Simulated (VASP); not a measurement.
# Sc2B2Sb: relaxation of cell and atoms with PBE

Crystal: Sc2B2Sb.

```
Sc B Sb
1.0
     3.72088    0.00000    0.00000
    -1.86044    3.22238    0.00000
     0.00000    0.00000    7.99019
Sc B Sb
2 2 1
Direct
  0.00000 0.00000 0.63501
  0.00000 0.00000 0.36499
  0.33333 0.66667 0.50000
  0.66667 0.33333 0.50000
  0.00000 0.00000 0.00000
```

The cell was generated, and may not be a known phase.

| Quantity | Value |
| --- | --- |
| Program | VASP 6.6.1 |
| Task | relaxation of cell and atoms |
| Functional | PBE |
| Potentials or basis | VASP PAW PBE potentials, release 64 (Sc_sv, B, Sb) |
| Cutoff | 600 eV |
| k mesh | 6 × 6 × 2 |
| Occupations | gaussian, width 0.1 eV |
| Spin | no spin polarisation |
| Dipole correction | no |
| Further INCAR settings | ALGO = Normal; EDIFF = 1e-06; IBRION = 2; EDIFFG = -0.04; NSW = 90; ISIF = 3 |

```yaml
Relaxed_volume: 16.60 Å³/atom
Relaxed_cell: a = 3.245 Å, b = 3.245 Å, c = 9.099 Å, α = 90.00°, β = 90.00°, γ = 120.00°
Space_group_after_relaxing_to_0.1_Å: P6/mmm (No. 191)
Energy_gained_by_relaxing: 922.0 meV/atom
Ionic_steps: 8
Pressure_after_relaxing: 0.1 GPa
Largest_force_after_relaxing: 0.031 eV/Å
Band_gap_on_the_k_mesh: zero (an odd number of electrons rules out a gap without spin polarisation)
```

Forces on the atoms (eV/Å):
```
Sc   0.000  0.000 -0.031
Sc   0.000  0.000  0.031
B    0.000  0.000  0.000
B    0.000  0.000  0.000
Sb   0.000  0.000  0.000
```

Stress tensor (GPa, compression positive):
```
0.05 0.00 0.00
0.00 0.05 0.00
0.00 0.00 0.16
```

The path:
```tsv
step	energy change (eV)	largest force (eV/Å)	pressure (GPa)	volume (Å³)
1	0.0000	6.1795	2.74	95.80
2	-3.5659	0.5260	-11.16	99.48
3	-3.6799	0.2969	-12.76	99.95
4	-4.4034	0.6220	4.77	78.92
5	-4.5707	0.5491	-2.26	84.40
6	-4.6042	0.0645	0.99	82.42
7	-4.6090	0.1080	0.09	82.93
8	-4.6100	0.0308	0.09	83.00
```

Final structure:
```
CELL_PARAMETERS angstrom
3.24550 0.00000 0.00000
-1.62275 2.81068 0.00000
0.00000 0.00000 9.09904
ATOMIC_POSITIONS crystal
Sc 0.00000 0.00000 0.68209
Sc 0.00000 0.00000 0.31791
B 0.33333 0.66667 0.50000
B 0.66667 0.33333 0.50000
Sb 0.00000 0.00000 0.00000
```

Levels at points of the mesh, in eV from the Fermi level:
| k point | band 13 | band 14 | band 15 | band 16 | band 17 | band 18 | band 19 | band 20 |
| --- | --- | --- | --- | --- | --- | --- | --- | --- |
| (0.00, 0.00, 0.00) | -1.34 | -1.21 | -1.21 | 1.62 | 1.62 | 1.85 | 1.85 | 2.03 |
| (0.50, 0.00, 0.00) | -3.03 | -2.20 | -1.97 | -1.06 | -0.54 | 0.10 | 1.67 | 2.11 |
| (0.00, 0.00, 0.50) | -1.21 | -1.21 | -0.92 | 1.67 | 1.67 | 1.84 | 1.84 | 1.86 |
| (0.50, 0.00, 0.50) | -3.03 | -1.96 | -1.83 | -1.46 | -0.52 | 0.10 | 1.68 | 1.82 |

Wall time 100 s on 1 thread of Intel(R) Xeon(R) 6975P-C (Granite Rapids), with other jobs on the host, peak memory 0.26 GiB.

Caveat: the k points lie up to 0.37 Å⁻¹ apart in the final cell, too coarse for converged energies and pressures of a metal; spin-orbit coupling is left out, which moves the levels of the heavy elements.
